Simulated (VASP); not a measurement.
# RbCl3 (P6_3/mmc) in VASP: single point with PBE

Aim: the single point of RbCl3 with PBE.

Program: VASP 6.6.1. These are calculated values, not measurements. Logs are shortened: lines on timing, memory, paths and dates and some standing lists are left out, and cuts for length are marked.

## (1) The cell of the first run

The structure is hexagonal, space group P6_3/mmc (No. 194). Conventional cell: a = 6.269 Å, b = 6.269 Å, c = 7.250 Å, α = 90.00°, β = 90.00°, γ = 120.00°. Rb (site symmetry -6m2) has 12 Cl at 3.13 to 4.04 Å within 4.1 Å. Within 4.1 Å of Cl (site symmetry mm2) lie 8 Cl at 3.07 to 4.07 Å and 4 Rb at 3.13 to 4.04 Å.

## (2) Single point, PBE

INCAR reads:

```
SYSTEM = RbCl3
PREC = Accurate
ENCUT = 520
EDIFF = 1E-7
ISMEAR = 0
SIGMA = 0.1
LREAL = .FALSE.
LASPH = .TRUE.
NELM = 100
ALGO = Normal
ISIF = 2
LWAVE = .FALSE.
LCHARG = .TRUE.
GGA = PE
LELF = .TRUE.
LVHAR = .TRUE.
NBANDS = 40
```

KPOINTS reads:

```
regular mesh
0
G
  6 6 8
  0 0 0
```

POSCAR reads:

```
RbCl3
1.0
    6.2692383659      0.0000000000      0.0000000000
   -3.1346191829      5.4293196872      0.0000000000
    0.0000000000      0.0000000000      7.2501486958
Rb Cl
2 6
Direct
    0.3333333333      0.6666666667      0.2500000000
    0.6666666667      0.3333333333      0.7500000000
    0.8299070072      0.6598140143      0.2500000000
    0.1700929928      0.8299070072      0.7500000000
    0.3401859857      0.1700929928      0.2500000000
    0.1700929928      0.3401859857      0.7500000000
    0.8299070072      0.1700929928      0.2500000000
    0.6598140143      0.8299070072      0.7500000000
```

Potentials or basis: VASP PAW PBE potentials, release 64 (Rb_sv, Cl).

Started as:

```bash
cat potpaw_PBE.64/Rb_sv/POTCAR potpaw_PBE.64/Cl/POTCAR > POTCAR
mpirun -np 1 vasp_std > vasp.out
```

OUTCAR:

```text
SYSTEM = RbCl3
   PREC = Accurate
   ENCUT = 520
   EDIFF = 1E-7
   ISMEAR = 0
   LREAL = .FALSE.
   LASPH = .TRUE.
   NELM = 100
   ISIF = 2
   GGA = PE

 ion  position               nearest neighbor table
   1  0.333  0.667  0.250-   5 3.13   3 3.13   7 3.13   7 3.13   5 3.13   3 3.13   6 4.04   6 4.04
                             4 4.04   4 4.04   8 4.04   8 4.04   2 5.12   2 5.12   2 5.12   2 5.12
   2  0.667  0.333  0.750-   8 3.13   6 3.13   4 3.13   4 3.13   8 3.13   6 3.13   3 4.04   3 4.04
                             7 4.04   7 4.04   5 4.04   5 4.04   1 5.12   1 5.12   1 5.12   1 5.12
   3  0.830  0.660  0.250-   1 3.13   1 3.13   2 4.04   2 4.04
   4  0.170  0.830  0.750-   2 3.13   2 3.13   1 4.04   1 4.04
   5  0.340  0.170  0.250-   1 3.13   1 3.13   2 4.04   2 4.04
   6  0.170  0.340  0.750-   2 3.13   2 3.13   1 4.04   1 4.04
   7  0.830  0.170  0.250-   1 3.13   1 3.13   2 4.04   2 4.04
   8  0.660  0.830  0.750-   2 3.13   2 3.13   1 4.04   1 4.04

  LATTYP: Found a hexagonal cell.
 ALAT       =     6.2692383659
 C/A-ratio  =     1.1564640348

  Lattice vectors:

 A1 = (   6.2692383659,   0.0000000000,   0.0000000000)
 A2 = (  -3.1346191829,   5.4293196872,   0.0000000000)
 A3 = (   0.0000000000,   0.0000000000,   7.2501486958)

Analysis of symmetry for initial positions (statically):
=====================================================================
 Subroutine PRICEL returns:
 Original cell was already a primitive cell.

 Routine SETGRP: Setting up the symmetry group for a
 hexagonal supercell.

 Subroutine GETGRP returns: Found 24 space group operations
 (whereof 12 operations were pure point group operations)
 out of a pool of 24 trial point group operations.

The static configuration has the point symmetry D_3d.
 The point group associated with its full space group is D_6h.

Analysis of symmetry for dynamics (positions and initial velocities):
=====================================================================
 Subroutine PRICEL returns:
 Original cell was already a primitive cell.

 Routine SETGRP: Setting up the symmetry group for a
 hexagonal supercell.

 Subroutine GETGRP returns: Found 24 space group operations
 (whereof 12 operations were pure point group operations)
 out of a pool of 24 trial point group operations.

The dynamic configuration has the point symmetry D_3d.
 The point group associated with its full space group is D_6h.

 Subroutine INISYM returns: Found 24 space group operations
 (whereof 12 operations are pure point group operations),
 and found     1 'primitive' translations

----------------------------------------------------------------------------------------

                                     Primitive cell

  volume of cell :     246.7784

  direct lattice vectors                    reciprocal lattice vectors
     6.269238366  0.000000000  0.000000000     0.159509009  0.092092569  0.000000000
    -3.134619183  5.429319687  0.000000000     0.000000000  0.184185139  0.000000000
     0.000000000  0.000000000  7.250148696     0.000000000  0.000000000  0.137928206

  length of vectors
     6.269238366  6.269238366  7.250148696     0.184185139  0.184185139  0.137928206

  position of ions in fractional coordinates (direct lattice)
     0.333333333  0.666666667  0.250000000
     0.666666667  0.333333333  0.750000000
     0.829907007  0.659814014  0.250000000
     0.170092993  0.829907007  0.750000000
     0.340185986  0.170092993  0.250000000
     0.170092993  0.340185986  0.750000000
     0.829907007  0.170092993  0.250000000
     0.659814014  0.829907007  0.750000000

  ion indices of the primitive-cell ions
   primitive index   ion index
                 1           1
                 2           2
                 3           3
                 4           4
                 5           5
                 6           6
                 7           7
                 8           8

----------------------------------------------------------------------------------------

 KPOINTS: regular mesh

Automatic generation of k-mesh.
 Grid dimensions read from file:
 generate k-points for:    6    6    8

 Generating k-lattice:

  Cartesian coordinates                     Fractional coordinates (reciprocal lattice)
     0.026584835  0.015348762  0.000000000     0.166666667  0.000000000  0.000000000
     0.000000000  0.030697523  0.000000000     0.000000000  0.166666667  0.000000000
     0.000000000  0.000000000  0.017241026     0.000000000  0.000000000  0.125000000

  Length of vectors
     0.030697523  0.030697523  0.017241026

  Shift w.r.t. Gamma in fractional coordinates (k-lattice)
     0.000000000  0.000000000  0.000000000

 Subroutine IBZKPT returns following result:
 ===========================================

 Found     35 irreducible k-points:

 Following reciprocal coordinates:
            Coordinates               Weight
  0.000000  0.000000  0.000000      1.000000
  0.166667  0.000000  0.000000      6.000000
  0.333333  0.000000  0.000000      6.000000
  0.500000  0.000000  0.000000      3.000000
  0.166667  0.166667  0.000000      6.000000
  0.333333  0.166667  0.000000     12.000000
[... 16 lines left out ...]
  0.166667  0.000000  0.375000     12.000000
  0.333333  0.000000  0.375000     12.000000
 [... further k-points ...]
   k-points           NKPTS =     35   k-points in BZ     NKDIM =     35   number of bands    NBANDS=     40
   number of dos      NEDOS =    301   number of ions     NIONS =      8
   total plane-waves  NPLWV = 124416
   dimension x,y,z NGX =    48 NGY =   48 NGZ =   54
   dimension x,y,z NGXF=    96 NGYF=   96 NGZF=  108
   ions per type =               2   6
   NGX,Y,Z   is equivalent  to a cutoff of  12.73, 12.73, 12.38 a.u.
   NGXF,Y,Z  is equivalent  to a cutoff of  25.46, 25.46, 24.76 a.u.
 SYSTEM =  RbCl3
   PREC   = accura    normal or accurate (medium, high low for compatibility)
   ISTART =      0    job   : 0-new  1-cont  2-samecut
   ICHARG =      2    charge: 1-file 2-atom 10-const
   ISPIN  =      1    spin polarized calculation?
   LNONCOLLINEAR =      F non collinear calculations
   LSORBIT =      F    spin-orbit coupling
   LASPH  =      T    aspherical Exc in radial PAW
   ENCUT  =  520.0 eV  38.22 Ry    6.18 a.u.  11.66 11.66 13.48*2*pi/ulx,y,z
   NELM   =    100;   NELMIN=  2; NELMDL= -5     # of ELM steps
   EDIFF  = 0.1E-06   stopping-criterion for ELM
   LREAL  =      F    real-space projection
   EDIFFG = 0.1E-05   stopping-criterion for IOM
   NSW    =      0    number of steps for IOM
   IBRION =     -1    ionic relax: 0-MD 1-quasi-New 2-CG
   NFREE  =      0    steps in history (QN), initial steepest desc. (CG)
   ISIF   =      2    stress and relaxation
   ISYM   =      2    0-nonsym 1-usesym 2-fastsym
   POTIM  = 0.5000    time-step for ionic-motion
   TEBEG  =    0.0;   TEEND  =   0.0 temperature during run
   PSTRESS=    0.0 pullay stress
   NELECT =      60.0000    total number of electrons
   NUPDOWN=      -1.0000    fix difference up-down
   EMIN   =  10.00;   EMAX   =-10.00  energy-range for DOS
   EFERMI =   0.00;   METHOD = LEGACY
   ISMEAR =     0;   SIGMA  =   0.10  broadening in eV -4-tet -1-fermi 0-gaus
   EFERMI_NEDOS =   21; number of points for ismear=-14 and -15
   IALGO  =     38    algorithm
   IMIX   =      4    mixing-type and parameters
     AMIX     =   0.40;   BMIX     =  1.00
     AMIX_MAG =   1.60;   BMIX_MAG =  1.00
  volume/ion in A,a.u.               =      30.85       208.17
  Fermi-wavevector in a.u.,A,eV,Ry     =   1.021777  1.930879 14.204872  1.044029
  Thomas-Fermi vector in A             =   2.155420
   LORBIT       =      0    0 simple, 1 ext, 2 COOP (PROOUT), +10 PAW based schemes
   GGA     = PE    functional components
   LHFCALC =     F    Hartree Fock is set to
   AEXX    =    0.0000 exact exchange contribution
   IVDW    =     0    specifies the selected vdW correction
   LEPSILON=     F    determine dielectric tensor
   LRPA    =     F    only Hartree local field effects (RPA)
 non-spin polarized calculation
 Gauss-broadening in eV      SIGMA  =   0.10
  energy-cutoff  :      520.00
  volume of cell :      246.78
 maximum number of plane-waves:      6670
 NGX is ok and might be reduce to    48
   NGX = 23   NGY = 23   NGZ = 27

 number of electron      59.9999993 magnetization

 Free energy of the ion-electron system (eV)
  ---------------------------------------------------
  ext. energy  EPLUGINS =         0.00000000
  ---------------------------------------------------
  free energy    TOTEN  =       -17.70504445 eV

  energy without entropy =      -17.65830171  energy(sigma->0) =      -17.68167308

 E-fermi :  -0.9834     XC(G=0):  -7.8278

 val. band max:       -1.1330599272   @ k =   0.0000   0.0000   0.0000
 cond. band min:      -0.9671204145   @ k =   0.3333   0.1667   0.0000
 fundamental gap:      0.1659395127
 Fermi energy:        -0.9833588129

 k-point     1 :       0.0000    0.0000    0.0000
  band No.  band energies     occupation
      1     -25.0986      2.00000
      2     -25.0941      2.00000
      3     -14.8647      2.00000
      4     -14.7482      2.00000
      5     -13.9853      2.00000
      6     -13.9853      2.00000
[... 32 lines left out ...]
     39       7.4722      0.00000
     40       7.5605      0.00000

 k-point     2 :       0.1667    0.0000    0.0000
  band No.  band energies     occupation
      1     -25.0980      2.00000
      2     -25.0940      2.00000
      3     -14.8318      2.00000
      4     -14.7195      2.00000
      5     -14.0539      2.00000
      6     -13.9956      2.00000
[... 32 lines left out ...]
     39       7.7755      0.00000
     40       7.8600      0.00000

 k-point     3 :       0.3333    0.0000    0.0000
  band No.  band energies     occupation
      1     -25.0965      2.00000
      2     -25.0939      2.00000
      3     -14.7411      2.00000
      4     -14.6500      2.00000
      5     -14.2003      2.00000
      6     -14.1335      2.00000
[... 32 lines left out ...]
     39       8.2064      0.00000
     40       8.5658      0.00000

 k-point     4 :       0.5000    0.0000    0.0000
  band No.  band energies     occupation
      1     -25.0956      2.00000
      2     -25.0941      2.00000
      3     -14.6549      2.00000
      4     -14.6214      2.00000
      5     -14.2725      2.00000
      6     -14.2377      2.00000
[... 32 lines left out ...]
     39       8.4200      0.00000
     40       8.6402      0.00000
[... 772 lines left out ...]
     39       7.5703      0.00000
     40       7.5898      0.00000

 k-point    23 :       0.1667    0.0000    0.3750
  band No.  band energies     occupation
      1     -25.0967      2.00000
      2     -25.0952      2.00000
      3     -14.7988      2.00000
      4     -14.7559      2.00000
      5     -14.0353      2.00000
      6     -14.0119      2.00000
[... 32 lines left out ...]
     39       7.6994      0.00000
     40       7.7515      0.00000

 k-point    24 :       0.3333    0.0000    0.3750
  band No.  band energies     occupation
      1     -25.0957      2.00000
      2     -25.0947      2.00000
      3     -14.7133      2.00000
      4     -14.6783      2.00000
      5     -14.1817      2.00000
      6     -14.1560      2.00000
[... 32 lines left out ...]
     39       7.8728      0.00000
     40       7.9825      0.00000

 [... further k-points ...]

------------------------ aborting loop because EDIFF is reached ----------------------------------------

  FORCE on cell =-STRESS in cart. coord.  units (eV):
  Direction    XX          YY          ZZ          XY          YZ          ZX
  --------------------------------------------------------------------------------------
  -------------------------------------------------------------------------------------
  Total        0.0209906      0.0209906     -0.0556911      0.0000000     -0.0000000     -0.0000000
  in kB        0.1362789      0.1362789     -0.3615671      0.0000000     -0.0000000     -0.0000000
  external PRESSURE =      -0.0296698 kB  Pullay stress =       0.0000000 kB

 VOLUME and BASIS-vectors are now :
 -----------------------------------------------------------------------------
  energy-cutoff  :      520.00
  volume of cell :      246.78
      direct lattice vectors                 reciprocal lattice vectors
     6.269238366  0.000000000  0.000000000     0.159509009  0.092092569  0.000000000
    -3.134619183  5.429319687  0.000000000     0.000000000  0.184185139  0.000000000
     0.000000000  0.000000000  7.250148696     0.000000000  0.000000000  0.137928206

 POSITION                                       TOTAL-FORCE (eV/Angst)
 -----------------------------------------------------------------------------------
     -0.00000      3.61955      1.81254         0.000000      0.000000      0.000000
      3.13462      1.80977      5.43761        -0.000000      0.000000      0.000000
      3.13462      3.58234      1.81254        -0.000000     -0.000627     -0.000000
     -1.53509      4.50583      5.43761         0.000543     -0.000313      0.000000
      1.59953      0.92349      1.81254         0.000543      0.000313     -0.000000
     -0.00000      1.84698      5.43761         0.000000      0.000627      0.000000
      4.66971      0.92349      1.81254        -0.000543      0.000313     -0.000000
      1.53509      4.50583      5.43761        -0.000543     -0.000313      0.000000
 -----------------------------------------------------------------------------------
    total drift:                               -0.000000      0.000000      0.000000

  FREE ENERGIE OF THE ION-ELECTRON SYSTEM (eV)
  ---------------------------------------------------
  free  energy   TOTEN  =       -17.7050444467 eV

  energy  without entropy=      -17.6583017138  energy(sigma->0) =      -17.68167308
```

Run time: 3.5 min. Hardware: 1 thread of Intel Xeon Platinum 8375C at 2.90GHz (Ice Lake), shared host; peak memory 0.49 GiB.

Results:

```yaml
Free_energy: -17.7050 eV
Pressure: 0.0 GPa
Band_gap_on_the_k_mesh: zero (bands 30 and 31 overlap by 0.62 eV)
```

Levels at points of the mesh, in eV from the Fermi level:
| k point | band 27 | band 28 | band 29 | band 30 | band 31 | band 32 | band 33 | band 34 |
| --- | --- | --- | --- | --- | --- | --- | --- | --- |
| (0.00, 0.00, 0.00) | -0.27 | -0.15 | 0.38 | 0.38 | 0.38 | 0.38 | 5.72 | 7.41 |
| (0.50, 0.00, 0.00) | -1.06 | -0.98 | -0.69 | -0.54 | 0.18 | 0.22 | 6.94 | 7.41 |
| (0.00, 0.00, 0.50) | -0.21 | -0.21 | 0.38 | 0.38 | 0.38 | 0.38 | 7.23 | 7.23 |
| (0.50, 0.00, 0.50) | -1.10 | -1.10 | -0.72 | -0.72 | 0.20 | 0.20 | 7.81 | 7.81 |
